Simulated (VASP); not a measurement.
A run of VASP 6.6.1:

Contents of INCAR:

```
SYSTEM = SiGe
  PREC = Accurate
  ENCUT = 520
  EDIFF = 1E-7
  ISMEAR = 0
  SIGMA = 0.03
  LREAL = .False.
  LASPH = .True.
  NELM = 100
  ALGO = Normal
  ISIF = 2
  LWAVE = .False.
  LCHARG = .False.
  GGA = PS
  NBANDS = 26
```

The input KPOINTS:

```
Automatic mesh
0
Gamma
  12 12 6
  0 0 0
```

POSCAR

```
SiGe
1.0
    3.8298598834      0.0000000000      0.0000000000
   -1.9149299417      3.3167559519      0.0000000000
    0.0000000000      0.0000000000      6.3265237446
Si Ge
2 2
Direct
    0.6666666667      0.3333333333      0.8745463082
    0.3333333333      0.6666666667      0.3745463082
    0.6666666667      0.3333333333      0.5159730348
    0.3333333333      0.6666666667      0.0159730348
```

Potentials or basis: VASP PAW PBE potentials, release 64 (Si, Ge_d).

Command:

```console
$ cat potpaw_PBE.64/Si/POTCAR potpaw_PBE.64/Ge_d/POTCAR > POTCAR
$ mpirun -np 1 vasp_std > vasp.out
```

Hardware: 1 thread of Intel(R) Xeon(R) 6975P-C (Granite Rapids), with other jobs on the host.

**Question.** How long does it take, and how much memory?

**Answer.** Run time: 57 s on 1 thread of Intel(R) Xeon(R) 6975P-C (Granite Rapids) (shared host), peak memory 0.27 GiB. Counts: scf iterations 14, k points 76.
